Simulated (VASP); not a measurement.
# BaTe (Fd-3m) in VASP: notebook

The runs below take BaTe through single point, relaxation of cell and atoms, with PBE.

Program: VASP 6.6.1. These are calculated values, not measurements. Logs are shortened: lines on timing, memory, paths and dates and some standing lists are left out, and cuts for length are marked.

### 1 The cell of the first run

The structure is cubic, space group Fd-3m (No. 227). Conventional cell: a = 8.480 Å, b = 8.480 Å, c = 8.480 Å, α = 90.00°, β = 90.00°, γ = 90.00°. Ba (site symmetry -43m) has 4 Ba at 3.67 Å and 10 Te at 3.67 to 4.24 Å within 4.8 Å. Te (site symmetry -43m) has 10 Ba at 3.67 to 4.24 Å and 4 Te at 3.67 Å within 4.8 Å.

### 2 Single point, PBE

File INCAR:

```
SYSTEM = BaTe
PREC     = Accurate       ! precision mode
ENCUT    = 500            ! plane-wave cutoff, eV
EDIFF    = 1E-6           ! SCF threshold, eV
ISMEAR   = 0              ! smearing method
SIGMA    = 0.1            ! smearing width, eV
LREAL    = .False.        ! projectors in reciprocal space
LASPH    = .True.         ! aspherical terms in the spheres
NELM     = 120            ! most SCF steps
ALGO     = Normal         ! electronic algorithm
ISIF     = 2              ! what is computed and relaxed
LWAVE    = .False.        ! write WAVECAR
LCHARG   = .False.        ! write CHGCAR
GGA      = PE             ! functional
NBANDS   = 24             ! bands
GGA_COMPAT= .False.
```

File KPOINTS:

```
regular mesh
0
Gamma
  4 4 4
  0 0 0
```

File POSCAR:

```
BaTe
1.0
    0.0000000000      4.2399322900      4.2399322900
    4.2399322900      0.0000000000      4.2399322900
    4.2399322900      4.2399322900      0.0000000000
Ba Te
2 2
Direct
    0.5000000000      0.5000000000      0.5000000000
    0.7500000000      0.7500000000      0.7500000000
    0.0000000000      0.0000000000      0.0000000000
    0.2500000000      0.2500000000      0.2500000000
```

Potentials or basis: VASP PAW PBE potentials, release 64 (Ba_sv, Te).

Command:

```console
$ cat potpaw_PBE.64/Ba_sv/POTCAR potpaw_PBE.64/Te/POTCAR > POTCAR
$ mpirun -np 1 vasp_std > vasp.out
```

OUTCAR:

```text
SYSTEM = BaTe
   PREC = Accurate
   ENCUT = 500
   EDIFF = 1E-6
   ISMEAR = 0
   LREAL = .False.
   LASPH = .True.
   NELM = 120
   ISIF = 2
   GGA = PE

 ion  position               nearest neighbor table
   1  0.500  0.500  0.500-   2 3.67   4 3.67   4 3.67   4 3.67   4 3.67   2 3.67   2 3.67   2 3.67

   2  0.750  0.750  0.750-   1 3.67   3 3.67   1 3.67   1 3.67   1 3.67   3 3.67   3 3.67   3 3.67

   3  0.000  0.000  0.000-   2 3.67   4 3.67   2 3.67   2 3.67   2 3.67   4 3.67   4 3.67   4 3.67

   4  0.250  0.250  0.250-   1 3.67   3 3.67   3 3.67   3 3.67   3 3.67   1 3.67   1 3.67   1 3.67

  LATTYP: Found a face centered cubic cell.
 ALAT       =     8.4798645800

  Lattice vectors:

 A1 = (   0.0000000000,   4.2399322900,   4.2399322900)
 A2 = (   4.2399322900,   0.0000000000,   4.2399322900)
 A3 = (   4.2399322900,   4.2399322900,   0.0000000000)

Analysis of symmetry for initial positions (statically):
=====================================================================
 Subroutine PRICEL returns:
 Original cell was already a primitive cell.

 Routine SETGRP: Setting up the symmetry group for a
 face centered cubic supercell.

 Subroutine GETGRP returns: Found 48 space group operations
 (whereof 24 operations were pure point group operations)
 out of a pool of 48 trial point group operations.

The static configuration has the point symmetry T_d .
 The point group associated with its full space group is O_h .

Analysis of symmetry for dynamics (positions and initial velocities):
=====================================================================
 Subroutine PRICEL returns:
 Original cell was already a primitive cell.

 Routine SETGRP: Setting up the symmetry group for a
 face centered cubic supercell.

 Subroutine GETGRP returns: Found 48 space group operations
 (whereof 24 operations were pure point group operations)
 out of a pool of 48 trial point group operations.

The dynamic configuration has the point symmetry T_d .
 The point group associated with its full space group is O_h .

 Subroutine INISYM returns: Found 48 space group operations
 (whereof 24 operations are pure point group operations),
 and found     1 'primitive' translations

----------------------------------------------------------------------------------------

                                     Primitive cell
[... 76 lines left out ...]
   ENCUT  =  500.0 eV  36.75 Ry    6.06 a.u.  10.93 10.93 10.93*2*pi/ulx,y,z
   NELM   =    120;   NELMIN=  2; NELMDL= -5     # of ELM steps
   EDIFF  = 0.1E-05   stopping-criterion for ELM
   LREAL  =      F    real-space projection
   EDIFFG = 0.1E-04   stopping-criterion for IOM
   NSW    =      0    number of steps for IOM
   IBRION =     -1    ionic relax: 0-MD 1-quasi-New 2-CG
   NFREE  =      0    steps in history (QN), initial steepest desc. (CG)
   ISIF   =      2    stress and relaxation
   ISYM   =      2    0-nonsym 1-usesym 2-fastsym
   POTIM  = 0.5000    time-step for ionic-motion
   TEBEG  =    0.0;   TEEND  =   0.0 temperature during run
   PSTRESS=    0.0 pullay stress
   NELECT =      32.0000    total number of electrons
   NUPDOWN=      -1.0000    fix difference up-down
   EMIN   =  10.00;   EMAX   =-10.00  energy-range for DOS
   EFERMI =   0.00;   METHOD = LEGACY
   ISMEAR =     0;   SIGMA  =   0.10  broadening in eV -4-tet -1-fermi 0-gaus
   EFERMI_NEDOS =   21; number of points for ismear=-14 and -15
   IALGO  =     38    algorithm
   IMIX   =      4    mixing-type and parameters
     AMIX     =   0.40;   BMIX     =  1.00
     AMIX_MAG =   1.60;   BMIX_MAG =  1.00
  volume/ion in A,a.u.               =      38.11       257.18
  Fermi-wavevector in a.u.,A,eV,Ry     =   0.972947  1.838603 12.879630  0.946626
  Thomas-Fermi vector in A             =   2.103287
   LORBIT       =      0    0 simple, 1 ext, 2 COOP (PROOUT), +10 PAW based schemes
   GGA     = PE    functional components
   LHFCALC =     F    Hartree Fock is set to
   AEXX    =    0.0000 exact exchange contribution
   IVDW    =     0    specifies the selected vdW correction
   LEPSILON=     F    determine dielectric tensor
   LRPA    =     F    only Hartree local field effects (RPA)
 non-spin polarized calculation
 Gauss-broadening in eV      SIGMA  =   0.10
  energy-cutoff  :      500.00
  volume of cell :      152.44
 maximum number of plane-waves:      3895
 NGX is ok and might be reduce to    48
   NGX = 21   NGY = 21   NGZ = 21

 number of electron      32.0000000 magnetization

 Free energy of the ion-electron system (eV)
  ---------------------------------------------------
  ext. energy  EPLUGINS =         0.00000000
  ---------------------------------------------------
  free energy    TOTEN  =       -13.82555525 eV

  energy without entropy =      -13.82266765  energy(sigma->0) =      -13.82411145

 E-fermi :   4.4559     XC(G=0):  -8.9096

 val. band max:        4.3485325883   @ k =   0.5000   0.5000   0.0000
 cond. band min:       4.5169597928   @ k =   0.0000   0.0000   0.0000
 fundamental gap:      0.1684272045
 Fermi energy:         4.4558519062

 k-point     1 :       0.0000    0.0000    0.0000
  band No.  band energies     occupation
      1     -24.6513      2.00000
      2     -24.3936      2.00000
      3     -10.0431      2.00000
      4     -10.0431      2.00000
      5     -10.0431      2.00000
      6      -9.4562      2.00000
[... 205 lines left out ...]
     23       7.4104      0.00000
     24       7.4104      0.00000

------------------------ aborting loop because EDIFF is reached ----------------------------------------

  FORCE on cell =-STRESS in cart. coord.  units (eV):
  Direction    XX          YY          ZZ          XY          YZ          ZX
  --------------------------------------------------------------------------------------
  -------------------------------------------------------------------------------------
  Total       -0.5798705     -0.5798705     -0.5798705     -0.0000000      0.0000000      0.0000000
  in kB       -6.0944545     -6.0944545     -6.0944545     -0.0000000      0.0000000      0.0000000
  external PRESSURE =      -6.0944545 kB  Pullay stress =       0.0000000 kB

 VOLUME and BASIS-vectors are now :
 -----------------------------------------------------------------------------
  energy-cutoff  :      500.00
  volume of cell :      152.44
      direct lattice vectors                 reciprocal lattice vectors
     0.000000000  4.239932290  4.239932290    -0.117926412  0.117926412  0.117926412
     4.239932290  0.000000000  4.239932290     0.117926412 -0.117926412  0.117926412
     4.239932290  4.239932290  0.000000000     0.117926412  0.117926412 -0.117926412

 POSITION                                       TOTAL-FORCE (eV/Angst)
 -----------------------------------------------------------------------------------
      4.23993      4.23993      4.23993         0.000000      0.000000      0.000000
      6.35990      6.35990      6.35990         0.000000      0.000000      0.000000
      0.00000      0.00000      0.00000        -0.000000     -0.000000      0.000000
      2.11997      2.11997      2.11997        -0.000000     -0.000000     -0.000000
 -----------------------------------------------------------------------------------
    total drift:                               -0.000000     -0.000000     -0.000000

  FREE ENERGIE OF THE ION-ELECTRON SYSTEM (eV)
  ---------------------------------------------------
  free  energy   TOTEN  =       -13.8255552529 eV

  energy  without entropy=      -13.8226676509  energy(sigma->0) =      -13.82411145
```

stdout:

```text
POSCAR found type information on POSCAR BaTe
 POSCAR found :  2 types and       4 ions
 scaLAPACK will be used
 LDA part: xc-table for (Slater+PW92), standard interpolation
 POSCAR, INCAR and KPOINTS ok, starting setup
 FFT: planning ... GRIDC
 FFT: planning ... GRID_SOFT
 FFT: planning ... GRID
 WAVECAR not read
 entering main loop
```

Run time: 37 s. Hardware: 1 thread of Intel Xeon Platinum 8259CL at 2.50GHz (Skylake/Cascade Lake), shared host; peak memory 0.31 GiB.

What came out:

```yaml
Free_energy: -13.8256 eV
Pressure: -0.6 GPa
Band_gap_on_the_k_mesh: 0.17 eV, indirect (least direct gap 0.82 eV)
```

Caveat: spin-orbit coupling is left out, which moves the levels of the heavy elements.

### 3 Single point, PBE

This run uses another cell than the first one, of 36.71 Å³/atom, 0.963 times its volume.

File INCAR:

```
SYSTEM = BaTe
ALGO     = Normal         ! electronic algorithm
EDIFF    = 1E-6           ! SCF threshold, eV
ENCUT    = 500            ! plane-wave cutoff, eV
GGA      = PE             ! functional
GGA_COMPAT= .FALSE.      
ISIF     = 2              ! what is computed and relaxed
ISMEAR   = 0              ! smearing method
LASPH    = .TRUE.         ! aspherical terms in the spheres
LCHARG   = .FALSE.        ! write CHGCAR
LREAL    = .FALSE.        ! projectors in reciprocal space
LWAVE    = .FALSE.        ! write WAVECAR
NBANDS   = 24             ! bands
NELM     = 120            ! most SCF steps
PREC     = Accurate       ! precision mode
SIGMA    = 0.01           ! smearing width, eV
```

File KPOINTS:

```
k-points
0
G
  8 8 8
  0 0 0
```

File POSCAR:

```
BaTe
1.0
    0.0000000000      4.1872934981      4.1872934981
    4.1872934981      0.0000000000      4.1872934981
    4.1872934981      4.1872934981      0.0000000000
Ba Te
2 2
Direct
    0.5000000000      0.5000000000      0.5000000000
    0.7500000000      0.7500000000      0.7500000000
    0.0000000000      0.0000000000      0.0000000000
    0.2500000000      0.2500000000      0.2500000000
```

Potentials or basis: VASP PAW PBE potentials, release 64 (Ba_sv, Te).

Command:

```console
$ cat potpaw_PBE.64/Ba_sv/POTCAR potpaw_PBE.64/Te/POTCAR > POTCAR
$ mpirun -np 1 vasp_std > vasp.out
```

Run time: 2.5 min. Hardware: 1 thread of Intel Xeon Platinum 8259CL at 2.50GHz (Skylake/Cascade Lake), shared host; peak memory 0.36 GiB.

The run converged. Its results:

| Item | Value |
| --- | --- |
| Free energy | -13.8427 eV |
| Pressure | 0.5 GPa |
| Band gap on the k mesh | 0.09 eV, indirect (least direct gap 0.83 eV) |

Levels at points of the mesh, in eV from the valence-band top:
| k point | band 13 | band 14 | band 15 | band 16 | band 17 | band 18 | band 19 | band 20 |
| --- | --- | --- | --- | --- | --- | --- | --- | --- |
| (0.00, 0.00, 0.00) | -2.78 | -1.44 | -1.44 | -1.44 | 0.09 | 0.09 | 1.25 | 2.85 |
| (0.50, 0.00, 0.00) | -3.16 | -1.09 | -1.09 | -0.15 | 1.35 | 2.12 | 2.12 | 2.75 |
| (0.50, 0.50, 0.00) | -2.03 | -2.03 | 0.00 | 0.00 | 0.83 | 0.83 | 1.49 | 1.49 |

Caveat: spin-orbit coupling is left out, which moves the levels of the heavy elements. A k mesh can miss the band edges.

### 4 Relaxation of cell and atoms, PBE

File INCAR:

```
  ALGO = Normal
  EDIFF = 1E-7
  EDIFFG = -0.01
  ENCUT = 500
  GGA = PE
  GGA_COMPAT = False
  IBRION = 2
  ISIF = 3
  ISMEAR = 0
  LASPH = True
  LCHARG = False
  LREAL = False
  LWAVE = False
  NELM = 120
  NELMIN = 4
  NSW = 100
  PREC = Accurate
  SIGMA = 0.01
```

File KPOINTS:

```
k-points
0
Gamma
  8 8 8
```

File POSCAR:

```
BaTe
1.0
    0.0000000000      4.2399322900      4.2399322900
    4.2399322900      0.0000000000      4.2399322900
    4.2399322900      4.2399322900      0.0000000000
Ba Te
2 2
Direct
    0.5000000000      0.5000000000      0.5000000000
    0.7500000000      0.7500000000      0.7500000000
    0.0000000000      0.0000000000      0.0000000000
    0.2500000000      0.2500000000      0.2500000000
```

Potentials or basis: VASP PAW PBE potentials, release 64 (Ba_sv, Te).

Command:

```console
$ cat potpaw_PBE.64/Ba_sv/POTCAR potpaw_PBE.64/Te/POTCAR > POTCAR
$ mpirun -np 1 vasp_std > vasp.out
```

OUTCAR:

```text
EDIFF = 1E-7
   EDIFFG = -0.01
   ENCUT = 500
   GGA = PE
   IBRION = 2
   ISIF = 3
   ISMEAR = 0
   LASPH = True
   LREAL = False
   NELM = 120
   NELMIN = 4
   NSW = 100
   PREC = Accurate

 ion  position               nearest neighbor table
   1  0.500  0.500  0.500-   2 3.67   4 3.67   4 3.67   4 3.67   4 3.67   2 3.67   2 3.67   2 3.67

   2  0.750  0.750  0.750-   1 3.67   3 3.67   1 3.67   1 3.67   1 3.67   3 3.67   3 3.67   3 3.67

   3  0.000  0.000  0.000-   2 3.67   4 3.67   2 3.67   2 3.67   2 3.67   4 3.67   4 3.67   4 3.67

   4  0.250  0.250  0.250-   1 3.67   3 3.67   3 3.67   3 3.67   3 3.67   1 3.67   1 3.67   1 3.67

  LATTYP: Found a face centered cubic cell.
 ALAT       =     8.4798645800
[... 803 lines left out ...]
  -------------------------------------------------------------------------------------
  Total       -0.0136181     -0.0136181     -0.0136181      0.0000000      0.0000000     -0.0000000
  in kB       -0.1462159     -0.1462159     -0.1462159      0.0000000      0.0000000     -0.0000000
  external PRESSURE =      -0.1462159 kB  Pullay stress =       0.0000000 kB

 VOLUME and BASIS-vectors are now :
 -----------------------------------------------------------------------------
  energy-cutoff  :      500.00
  volume of cell :      149.22
      direct lattice vectors                 reciprocal lattice vectors
     0.000000000  4.209861401  4.209861401    -0.118768756  0.118768756  0.118768756
     4.209861401  0.000000000  4.209861401     0.118768756 -0.118768756  0.118768756
     4.209861401  4.209861401  0.000000000     0.118768756  0.118768756 -0.118768756

 POSITION                                       TOTAL-FORCE (eV/Angst)
 -----------------------------------------------------------------------------------
      4.20986      4.20986      4.20986        -0.000000     -0.000000      0.000000
      6.31479      6.31479      6.31479        -0.000000     -0.000000      0.000000
      0.00000      4.20986      4.20986        -0.000000     -0.000000     -0.000000
      2.10493      2.10493      2.10493         0.000000      0.000000      0.000000
 -----------------------------------------------------------------------------------
    total drift:                               -0.000000      0.000000     -0.000000

  FREE ENERGIE OF THE ION-ELECTRON SYSTEM (eV)
  ---------------------------------------------------
  free  energy   TOTEN  =       -13.8463030353 eV

  energy  without entropy=      -13.8463030353  energy(sigma->0) =      -13.84630304

 reached required accuracy - stopping structural energy minimisation
```

CONTCAR:

```text
BaTe
   1.00000000000000
     0.0000000000000000    4.2098614014091211    4.2098614014091211
     4.2098614014091211    0.0000000000000000    4.2098614014091211
     4.2098614014091211    4.2098614014091211    0.0000000000000000
  Ba              Te
     2     2
Direct
     0.5000000000000000    0.5000000000000000    0.5000000000000000
     0.7500000000000000    0.7500000000000000    0.7500000000000000
     1.0000000000000000    0.0000000000000000    0.0000000000000000
     0.2500000000000000    0.2500000000000000    0.2500000000000000

  0.00000000E+00  0.00000000E+00  0.00000000E+00
  0.00000000E+00  0.00000000E+00  0.00000000E+00
  0.00000000E+00  0.00000000E+00  0.00000000E+00
  0.00000000E+00  0.00000000E+00  0.00000000E+00
```

Wall time 3 min (1 thread of Intel Xeon Platinum 8259CL at 2.50GHz (Skylake/Cascade Lake), shared host); peak memory 0.38 GiB.

What came out:

```yaml
Free_energy: -13.8463 eV
Relaxed_volume: 37.31 Å³/atom
Relaxed_cell: a = 5.954 Å, b = 5.954 Å, c = 5.954 Å, α = 60.00°, β = 60.00°, γ = 60.00°
Space_group_after_relaxing_to_0.05_Å: Fd-3m (No. 227)
Energy_gained_by_relaxing: 1.6 meV/atom
Ionic_steps: 2
Pressure_after_relaxing: 0.0 GPa
Band_gap_on_the_k_mesh: 0.12 eV, indirect (least direct gap 0.83 eV)
```

Step by step:
| step | energy change (eV) | largest force (eV/Å) | pressure (GPa) | volume (Å³) |
| --- | --- | --- | --- | --- |
| 1 | 0.0000 | 0.0000 | -0.62 | 152.44 |
| 2 | -0.0065 | 0.0000 | -0.01 | 149.22 |

Final structure:
```xyz
4
Lattice="0.0000 4.2099 4.2099 4.2099 0.0000 4.2099 4.2099 4.2099 0.0000" Properties=species:S:1:pos:R:3 pbc="T T T"
Ba    4.2099    4.2099    4.2099
Ba    6.3148    6.3148    6.3148
Te    0.0000    4.2099    4.2099
Te    2.1049    2.1049    2.1049
```

Caveat: spin-orbit coupling is left out, which moves the levels of the heavy elements. A k mesh can miss the band edges.

### 5 Overview

```csv
task,cell,k mesh,smearing,gap on the mesh (eV),pressure (GPa)
single point,"a = 5.996 Å, angles 60.0°, 4 atoms",4 × 4 × 4,gaussian 0.1 eV,0.17,-0.6
single point,"a = 5.922 Å, angles 60.0°, 4 atoms",8 × 8 × 8,gaussian 0.01 eV,0.09,0.5
relaxation of cell and atoms,"relaxed from a = 5.996 Å, angles 60.0°, 4 atoms",8 × 8 × 8,gaussian 0.01 eV,0.12,0.0
```

Alike in all rows: level PBE; potentials or basis VASP PAW PBE potentials, release 64 (Ba_sv, Te); no spin polarisation; cutoff (eV) 500.

Caveats: spin-orbit coupling is left out, which moves the levels of the heavy elements.

Total energies depend on the potentials used, so only differences within one code and one set of settings carry meaning.
